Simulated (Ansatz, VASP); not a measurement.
Ge in VASP and in Ansatz

```
Ge
1.0
    -4.00346    0.00000    0.00000
    -2.00173   -3.46709    0.00000
     0.00000    0.00000   13.90265
Ge
8
Direct
  0.00000 0.00000 0.14838
  0.00000 0.00000 0.32465
  0.00000 0.00000 0.62140
  0.00000 0.00000 0.79768
  0.33333 0.33333 0.08904
  0.66667 0.66667 0.38399
  0.66667 0.66667 0.56207
  0.33333 0.33333 0.85701
```

Alike in both runs: task single point; functional r2SCAN; k mesh 10 × 10 × 3; occupations gaussian, width 0.03 eV; no spin polarisation.

|  | VASP | Ansatz |
| --- | --- | --- |
| version | VASP 6.6.1 | Ansatz 0.2.0 |
| potentials or method | VASP PAW PBE potentials, release 64 (Ge_d), cutoff 520 eV | scalar-relativistic, plane waves, PAW |
| valence electrons in the cell | 112 | 112 |

Ansatz gave:

- gap on the k mesh at the Fermi level (eV): none
- pressure (GPa): -1.1
- traceless stress, the component that is largest in VASP (GPa): -2.59
- rms of the force components (eV/Å): 0.351

Q: What did VASP give for the same quantities?

A: gap on the k mesh at the Fermi level (eV): none; pressure (GPa): -1.0; traceless stress, the component that is largest in VASP (GPa): -2.61; rms of the force components (eV/Å): 0.354.

VASP's potentials were made for PBE, not for r2SCAN. Atom by atom the forces differ by 0.004 eV/Å (rms over components). A gap of «none» marks a metal or a gap that the smearing closes.
